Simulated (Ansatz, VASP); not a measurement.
**TiAl3: VASP beside Ansatz**

Contents of INCAR:

```
SYSTEM = TiAl3
PREC     = Accurate       ! precision mode
ENCUT    = 520            ! plane-wave cutoff, eV
EDIFF    = 1E-6           ! SCF threshold, eV
ISMEAR   = 0              ! smearing method
SIGMA    = 0.1            ! smearing width, eV
LREAL    = .False.        ! projectors in reciprocal space
LASPH    = .True.         ! aspherical terms in the spheres
NELM     = 100            ! most SCF steps
ALGO     = Normal         ! electronic algorithm
ISIF     = 2              ! what is computed and relaxed
LWAVE    = .False.        ! write WAVECAR
LCHARG   = .True.         ! write CHGCAR
GGA      = PE             ! functional
LELF     = .True.         ! ELF
LVHAR    = .True.       
NBANDS   = 18             ! bands
```

Contents of KPOINTS:

```
regular mesh
0
Gamma
  10 10 10
  0 0 0
```

Contents of POSCAR:

```
TiAl3
1.0
    4.0577803793      0.0000000000      0.0000000000
    0.0000000000      4.0577803793      0.0000000000
    0.0000000000      0.0000000000      4.0577803793
Ti Al
1 3
Direct
    0.0000000000      0.0000000000      0.0000000000
    0.5000000000      0.5000000000      0.0000000000
    0.5000000000      0.0000000000      0.5000000000
    0.0000000000      0.5000000000      0.5000000000
```

Input for Ansatz:

```yaml
crystal:
  lattice:
    - [4.0577803793, 0.0, 0.0]
    - [0.0, 4.0577803793, 0.0]
    - [0.0, 0.0, 4.0577803793]
  atoms:
    - { symbol: Ti, position: [0.0, 0.0, 0.0] }
    - { symbol: Al, position: [0.5, 0.5, 0.0] }
    - { symbol: Al, position: [0.5, 0.0, 0.5] }
    - { symbol: Al, position: [0.0, 0.5, 0.5] }
basis:
  ecutwfc: 420
kpoints:
  mp_grid: { grid: [10, 10, 10] }
hamiltonian:
  xc: pbe
scf:
  occupations: { method: gaussian, width: 0.1 }
output:
  forces: true
  stress: true
  eigenvalues: true
```

Alike in both runs: task single point; functional PBE; k mesh 10 × 10 × 10; occupations gaussian, width 0.1 eV; no spin polarisation.

|  | VASP | Ansatz |
| --- | --- | --- |
| version | VASP 6.6.1 | Ansatz 0.2.0 |
| potentials or method | VASP PAW PBE potentials, release 64 (Ti_sv, Al), cutoff 520 eV | scalar-relativistic, plane waves, PAW |
| valence electrons in the cell | 21 | 21 |

```tsv
	VASP	Ansatz	Ansatz less VASP
gap on the k mesh at the Fermi level (eV)	none	none	-
pressure (GPa)	-5.6	-5.5	+0.09
```

A gap of «none» marks a metal or a gap that the smearing closes.
